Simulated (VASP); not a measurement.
A run of VASP 6.6.1 is set up as follows.

INCAR

```
ALGO     = Normal         # electronic algorithm
EDIFF    = 1E-7           # SCF threshold, eV
EDIFFG   = -0.005         # ionic threshold
ENCUT    = 600            # plane-wave cutoff, eV
GGA      = PS             # functional
IBRION   = 2              # ionic algorithm
ISIF     = 4              # what is computed and relaxed
ISMEAR   = -1             # smearing method
LASPH    = True           # aspherical terms in the spheres
LCHARG   = False          # write CHGCAR
LREAL    = False          # projectors in reciprocal space
LWAVE    = False          # write WAVECAR
NELM     = 60             # most SCF steps
NSW      = 50             # ionic steps
PREC     = Accurate       # precision mode
SIGMA    = 0.1            # smearing width, eV
```

File KPOINTS:

```
k-points
0
Gamma
  14 14 8
```

Contents of POSCAR:

```
Se
1.0
    2.8647422589      0.0000000000      0.0000000000
   -1.4323711294      2.4809395715      0.0000000000
    0.0000000000      0.0000000000      3.0707811847
Se
2
Direct
    0.3333333333      0.6666666667      0.2500000000
    0.6666666667      0.3333333333      0.7500000000
```

Potentials or basis: VASP PAW PBE potentials, release 64 (Se).

Run with:

```sh
$ cat potpaw_PBE.64/Se/POTCAR > POTCAR
$ mpirun -np 1 vasp_std > vasp.out
```

Question: What does it give for the band gap on the k mesh?

Answer: Zero (bands 6 and 7 overlap by 9.97 eV).

Step by step:
| step | energy change (eV) | largest force (eV/Å) | pressure (GPa) | volume (Å³) |
| --- | --- | --- | --- | --- |
| 1 | 0.0000 | 0.0000 | 206.33 | 21.82 |
| 2 | -1.4706 | 0.0000 | 175.09 | 21.82 |
| 3 | -1.5568 | 0.0000 | 170.39 | 21.82 |
| 4 | -1.5566 | 0.0000 | 170.82 | 21.82 |
| 5 | -1.5568 | 0.0000 | 170.80 | 21.82 |
| 6 | -1.5571 | 0.0000 | 170.73 | 21.82 |
| 7 | -1.5571 | 0.0000 | 170.73 | 21.82 |
| 8 | -1.5571 | 0.0000 | 170.72 | 21.82 |
| 9 | -1.5572 | 0.0000 | 170.71 | 21.82 |
| 10 | -1.5572 | 0.0000 | 170.68 | 21.82 |
| 11 | -1.5573 | 0.0000 | 170.63 | 21.82 |
| 12 | -1.5573 | 0.0000 | 170.53 | 21.82 |
| 13 | -1.5574 | 0.0000 | 170.58 | 21.82 |

Caveat: a cell axis changed by over 15 % at a fixed basis, so the end point is rough; the PAW data sets were made with another functional, which shifts forces and pressure a little.
